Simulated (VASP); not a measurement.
A run of VASP 6.6.1 is set up as follows.

The input POSCAR:

```
HfN
1.0
    0.0000000000      2.4458088211      2.4458088211
    2.4458088211      0.0000000000      2.4458088211
    2.4458088211      2.4458088211      0.0000000000
Hf N
1 1
Direct
    0.0000000000      0.0000000000      0.0000000000
    0.7500000000      0.7500000000      0.7500000000
```

INCAR.step1

```
SYSTEM = HfN
ALGO     = Normal         ! electronic algorithm
EDIFF    = 1E-4           ! SCF threshold, eV
ENCUT    = 520            ! plane-wave cutoff, eV
GGA      = PE             ! functional
ISMEAR   = 0              ! smearing method
LASPH    = .True.         ! aspherical terms in the spheres
LCHARG   = .False.        ! write CHGCAR
LREAL    = .False.        ! projectors in reciprocal space
LWAVE    = .True.         ! write WAVECAR
NBANDS   = 14             ! bands
NELM     = 80             ! most SCF steps
PREC     = Accurate       ! precision mode
SIGMA    = 0.1            ! smearing width, eV
```

The input INCAR.step2:

```
SYSTEM = HfN
ALGO     = Normal         ! electronic algorithm
EDIFF    = 1E-6           ! SCF threshold, eV
ENCUT    = 520            ! plane-wave cutoff, eV
ISIF     = 2              ! what is computed and relaxed
ISMEAR   = 0              ! smearing method
ISTART   = 1            
LASPH    = .True.         ! aspherical terms in the spheres
LCHARG   = .False.        ! write CHGCAR
LMIXTAU  = .True.       
LREAL    = .False.        ! projectors in reciprocal space
LWAVE    = .False.        ! write WAVECAR
METAGGA  = R2SCAN         ! meta-GGA
NBANDS   = 14             ! bands
NELM     = 80             ! most SCF steps
PREC     = Accurate       ! precision mode
SIGMA    = 0.1            ! smearing width, eV
```

File KPOINTS:

```
k-points
0
Gamma
  14 14 14
  0 0 0
```

Potentials or basis: VASP PAW PBE potentials, release 64 (Hf_pv, N).

Run with:

```console
$ cat potpaw_PBE.64/Hf_pv/POTCAR potpaw_PBE.64/N/POTCAR > POTCAR
$ cp INCAR.step1 INCAR
$ mpirun -np 1 vasp_std > vasp.out
$ cp INCAR.step2 INCAR
$ mpirun -np 1 vasp_std > vasp.out
```

What does it give for the pressure?

-1.4 GPa.

Caveat: the PAW data sets were made with another functional, which shifts forces and pressure a little.
